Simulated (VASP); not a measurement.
Crystal: LiLaTe3.

```
CELL_PARAMETERS angstrom
4.48000 0.00000 0.00000
0.00000 4.48000 0.00000
0.00000 0.00000 4.48000
ATOMIC_POSITIONS crystal
La 0.00000 0.00000 0.00000
Li 0.50000 0.50000 0.50000
Te 0.50000 0.50000 0.00000
Te 0.00000 0.50000 0.50000
Te 0.50000 0.00000 0.50000
```

```yaml
Program: VASP 6.6.1
Task: relaxation of cell and atoms
Functional: LDA
Potentials_or_basis: VASP PAW LDA potentials, release 64 (La, Li_sv, Te)
Cutoff: 600 eV
k_mesh: 9 × 9 × 9
Occupations: methfessel-paxton, width 0.02 eV
Spin: no spin polarisation
```

At the start: pressure 42.4 GPa; volume 17.98 Å³/atom.

**Question.** Where does the relaxation end?

**Answer.** Over 3 steps the energy falls by 768.9 meV/atom and the volume is 25.94 Å³/atom (+44.2 %); space group Pm-3m (No. 221, to 0.05 Å).

The path:
```
step  energy change (eV)  largest force (eV/Å)  pressure (GPa)  volume (Å³)
   1              0.0000                0.0000           42.35        89.92
   2             -2.7146                0.0000           -7.83       167.05
   3             -3.8447                0.0000            0.10       129.70
```

Final structure:
```xyz
5
Lattice="5.0619 0.0000 0.0000 0.0000 5.0619 0.0000 0.0000 0.0000 5.0619" Properties=species:S:1:pos:R:3 pbc="T T T"
La    0.0000    0.0000    0.0000
Li    2.5310    2.5310    2.5310
Te    2.5310    2.5310    0.0000
Te    0.0000    2.5310    2.5310
Te    2.5310    0.0000    2.5310
```

Caveat: the cutoff is under 1.25 times the usual one of these potentials, so pressure, stress and relaxed cells hold a basis-set (Pulay) error; the volume moved by over 15 % at a fixed basis, so the end points are rough.
